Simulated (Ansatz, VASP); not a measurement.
# CdS: VASP beside Ansatz

The input INCAR:

```
PREC = Accurate
ENCUT = 600
EDIFF = 1E-6
ISMEAR = 0
SIGMA = 0.01
LREAL = False
LASPH = True
NELM = 80
ALGO = Normal
ISIF = 3
LWAVE = False
LCHARG = False
IBRION = 2
NSW = 80
EDIFFG = -0.001
```

KPOINTS

```
regular mesh
0
Gamma
  6 6 4
```

File POSCAR:

```
CdS
1.0
    4.0740851350      0.0000000000      0.0000000000
   -2.0370425675      3.5282612241      0.0000000000
    0.0000000000      0.0000000000      6.6370068216
Cd S
2 2
Direct
    0.3333333333      0.6666666667     -0.0005565979
    0.6666666667      0.3333333333      0.4994434021
    0.3333333333      0.6666666667      0.3755565979
    0.6666666667      0.3333333333      0.8755565979
```

Input for Ansatz:

```yaml
crystal:
  lattice:
    - [4.074085135, 0.0, 0.0]
    - [-2.0370425675, 3.5282612241, 0.0]
    - [0.0, 0.0, 6.6370068216]
  atoms:
    - { symbol: Cd, position: [0.3333333333, 0.6666666667, -0.0005565979] }
    - { symbol: Cd, position: [0.6666666667, 0.3333333333, 0.4994434021] }
    - { symbol: S, position: [0.3333333333, 0.6666666667, 0.3755565979] }
    - { symbol: S, position: [0.6666666667, 0.3333333333, 0.8755565979] }
basis:
  ecutwfc: 420
kpoints:
  mp_grid: { grid: [6, 6, 4] }
hamiltonian:
  xc: lda
scf:
  occupations: { method: fixed }
output:
  forces: true
  stress: true
  eigenvalues: true
relax:
  adjacent_minimum: "off"
  f_tol: 0.001
  max_steps: 60
  cell: { stress_tol: 0.01 }
```

Alike in both runs: task relaxation of cell and atoms; functional LDA; k mesh 6 × 6 × 4; no spin polarisation.

```csv
,VASP,Ansatz
version,VASP 6.6.1,Ansatz 0.2.0
potentials or method,"VASP PAW LDA potentials, release 64 (Cd, S), cutoff 600 eV","scalar-relativistic, plane waves, PAW"
occupations,"gaussian, width 0.01 eV",fixed
valence electrons in the cell,36,52
```

Ansatz gave:

| Item | Value |
| --- | --- |
| gap on the k mesh at the Fermi level, each at its own relaxed structure (eV) | 1.03 |
| relaxed volume (Å³/atom) | 23.85 |
| relaxed length of the cell vector where the two differ most in proportion (Å) | 6.637 |

Q: What did VASP give for the same quantities?

A: gap on the k mesh at the Fermi level, each at its own relaxed structure (eV): 1.04; relaxed volume (Å³/atom): 24.03; relaxed length of the cell vector where the two differ most in proportion (Å): 6.654.

LDA's correlation is that of Perdew and Zunger in VASP and of Perdew and Wang (1992) in Ansatz. VASP's potentials hold 36 valence electrons a cell and Ansatz's 52, so a difference there can come from the potentials and not from the codes.
